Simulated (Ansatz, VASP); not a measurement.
GaSb in VASP and in Ansatz

The input INCAR:

```
SYSTEM = GaSb
PREC     = Accurate       ! precision mode
ENCUT    = 520            ! plane-wave cutoff, eV
EDIFF    = 1E-6           ! SCF threshold, eV
ISMEAR   = 0              ! smearing method
SIGMA    = 0.15           ! smearing width, eV
LREAL    = .FALSE.        ! projectors in reciprocal space
LASPH    = .TRUE.         ! aspherical terms in the spheres
NELM     = 80             ! most SCF steps
ALGO     = Normal         ! electronic algorithm
ISIF     = 2              ! what is computed and relaxed
LWAVE    = .FALSE.        ! write WAVECAR
LCHARG   = .FALSE.        ! write CHGCAR
GGA      = PE             ! functional
NBANDS   = 16             ! bands
```

Contents of KPOINTS:

```
Automatic mesh
0
G
  14 14 14
  0 0 0
```

The input POSCAR:

```
GaSb
1.0
    0.0000000000      3.1879101100      3.1879101100
    3.1879101100      0.0000000000      3.1879101100
    3.1879101100      3.1879101100      0.0000000000
Ga Sb
1 1
Direct
    0.0000000000      0.0000000000      0.0000000000
    0.7500000000      0.7500000000      0.7500000000
```

Input for Ansatz:

```yaml
crystal:
  lattice:
    - [0.0, 3.18791011, 3.18791011]
    - [3.18791011, 0.0, 3.18791011]
    - [3.18791011, 3.18791011, 0.0]
  atoms:
    - { symbol: Ga, position: [0.0, 0.0, 0.0] }
    - { symbol: Sb, position: [0.75, 0.75, 0.75] }
basis:
  ecutwfc: 420
kpoints:
  mp_grid: { grid: [14, 14, 14] }
hamiltonian:
  xc: pbe
  pseudopotentials: { kind: paw, azcp: { folder: soft_1 } }
scf:
  occupations: { method: gaussian, width: 0.15 }
output:
  forces: true
  stress: true
  eigenvalues: true
```

Alike in both runs: task single point; functional PBE; k mesh 14 × 14 × 14; occupations gaussian, width 0.15 eV; no spin polarisation.

|  | VASP | Ansatz |
| --- | --- | --- |
| version | VASP 6.6.1 | Ansatz 0.2.0 |
| potentials or method | VASP PAW PBE potentials, release 64 (Ga_d, Sb), cutoff 520 eV | scalar-relativistic, plane waves, PAW |
| valence electrons in the cell | 18 | 28 |

VASP gave:

| Item | Value |
| --- | --- |
| gap on the k mesh at the Fermi level (eV) | none |
| pressure (GPa) | -2.8 |

Question: Which values does Ansatz return?

Answer: gap on the k mesh at the Fermi level (eV): none; pressure (GPa): -2.9.

A gap of «none» marks a metal or a gap that the smearing closes. VASP's potentials hold 18 valence electrons a cell and Ansatz's 28, so a difference there can come from the potentials and not from the codes.

Neither program's run includes spin-orbit coupling.
